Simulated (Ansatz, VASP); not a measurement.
**SiC in VASP and in Ansatz**

The input INCAR:

```
SYSTEM = SiC
PREC = Accurate
ENCUT = 600
EDIFF = 1E-6
ISMEAR = 0
SIGMA = 0.01
LREAL = .FALSE.
LASPH = .TRUE.
NELM = 120
ALGO = Normal
ISIF = 2
LWAVE = .FALSE.
LCHARG = .TRUE.
GGA = PS
LELF = .TRUE.
LVHAR = .TRUE.
NBANDS = 11
GGA_COMPAT = .FALSE.
```

File KPOINTS:

```
Automatic mesh
0
G
  9 9 9
  0 0 0
```

The input POSCAR:

```
SiC
1.0
    0.0267013557      2.1724550861      2.1724550861
    2.1724550861      0.0267013557      2.1724550861
    2.1724550861      2.1724550861      0.0267013557
Si C
1 1
Direct
    0.0006788474      0.0006788474      0.0006788474
    0.2493211526      0.2493211526      0.2493211526
```

Input for Ansatz:

```yaml
crystal:
  lattice:
    - [0.0267013557, 2.1724550861, 2.1724550861]
    - [2.1724550861, 0.0267013557, 2.1724550861]
    - [2.1724550861, 2.1724550861, 0.0267013557]
  atoms:
    - { symbol: Si, position: [0.0006788474, 0.0006788474, 0.0006788474] }
    - { symbol: C, position: [0.2493211526, 0.2493211526, 0.2493211526] }
basis:
  ecutwfc: 600.0
kpoints:
  mp_grid: { grid: [9, 9, 9] }
  band_path:
    path:
      - [0.0, 0.0, 0.0]
      - [0.0, 0.0, 0.0]
      - [0.0, 0.0, 0.0]
      - [0.0, 0.0, 0.0]
      - [0.0, 0.0, 0.0]
      - [0.0, 0.0, 0.0]
      - [0.0, 0.0, 0.0]
      - [0.0, 0.0, 0.0]
      - [0.0, 0.0, 0.0]
      - [0.0, 0.0, 0.0]
      - [0.0, 0.0, 0.0]
      - [0.0, 0.0, 0.0]
      - [0.0, 0.0, 0.0]
      - [0.0, 0.0, 0.0]
      - [0.0, 0.0, 0.0]
      - [0.0, 0.0, 0.0]
      - [0.0, 0.0, 0.0]
      - [0.0, 0.0, 0.0]
      - [0.0, 0.0, 0.0]
      - [0.0, 0.0, 0.0]
      - [0.0, 0.0, 0.0]
      - [0.0, 0.0, 0.0]
      - [0.0, 0.0, 0.0]
      - [0.0, 0.0, 0.0]
      - [0.0, 0.0, 0.0]
      - [0.0, 0.0, 0.0]
      - [0.3, 0.3, 0.0]
      - [0.3166666667, 0.3166666667, 0.0]
      - [0.3333333333, 0.3333333333, 0.0]
      - [0.35, 0.35, 0.0]
      - [0.3666666667, 0.3666666667, 0.0]
      - [0.3833333333, 0.3833333333, 0.0]
      - [0.4, 0.4, 0.0]
      - [0.4166666667, 0.4166666667, 0.0]
      - [0.4333333333, 0.4333333333, 0.0]
      - [0.45, 0.45, 0.0]
      - [0.4666666667, 0.4666666667, 0.0]
      - [0.4833333333, 0.4833333333, 0.0]
      - [0.5, 0.5, 0.0]
      - [0.0, 0.3, 0.3]
      - [0.0, 0.3166666667, 0.3166666667]
      - [0.0, 0.3333333333, 0.3333333333]
      - [0.0, 0.35, 0.35]
      - [0.0, 0.3666666667, 0.3666666667]
      - [0.0, 0.3833333333, 0.3833333333]
      - [0.0, 0.4, 0.4]
      - [0.0, 0.4166666667, 0.4166666667]
      - [0.0, 0.4333333333, 0.4333333333]
      - [0.0, 0.45, 0.45]
      - [0.0, 0.4666666667, 0.4666666667]
      - [0.0, 0.4833333333, 0.4833333333]
      - [0.0, 0.5, 0.5]
      - [0.5, 0.5, 0.5]
      - [0.5, 0.5, 0.5]
      - [0.5, 0.5, 0.5]
      - [0.5, 0.5, 0.5]
      - [0.5, 0.5, 0.5]
      - [0.5, 0.5, 0.5]
      - [0.5, 0.5, 0.5]
      - [0.5, 0.5, 0.5]
      - [0.5, 0.5, 0.5]
      - [0.5, 0.5, 0.5]
      - [0.5, 0.5, 0.5]
      - [0.5, 0.5, 0.5]
      - [0.5, 0.5, 0.5]
      - [0.0, 0.0, 0.5]
      - [0.0, 0.0, 0.5]
      - [0.0, 0.0, 0.5]
      - [0.0, 0.0, 0.5]
      - [0.0, 0.0, 0.5]
      - [0.0, 0.0, 0.5]
      - [0.0, 0.0, 0.5]
      - [0.0, 0.0, 0.5]
      - [0.0, 0.0, 0.5]
      - [0.0, 0.0, 0.5]
      - [0.0, 0.0, 0.5]
      - [0.0, 0.0, 0.5]
      - [0.0, 0.0, 0.5]
    npoints: 1
hamiltonian:
  xc: pbesol
  pseudopotentials: { kind: paw }
scf:
  occupations: { method: fixed }
  n_extra_bands: 5
output:
  eigenvalues: true
```

Alike in both runs: task single point; functional PBEsol; k mesh 9 × 9 × 9; no spin polarisation.

|  | VASP | Ansatz |
| --- | --- | --- |
| version | VASP 6.6.1 | Ansatz 0.2.0 |
| potentials or method | VASP PAW PBE potentials, release 64 (Si, C), cutoff 600 eV | scalar-relativistic, plane waves, PAW |
| occupations | gaussian, width 0.01 eV | fixed |
| valence electrons in the cell | 8 | 8 |

VASP gave:

```
gap on the k mesh at the Fermi level (eV) : 1.28
least direct gap on the mesh (eV)         : 4.43
```

Problem. Which values does Ansatz return?

Solution. gap on the k mesh at the Fermi level (eV): 1.29; least direct gap on the mesh (eV): 4.44.

VASP's potentials were made for PBE, not for PBEsol.
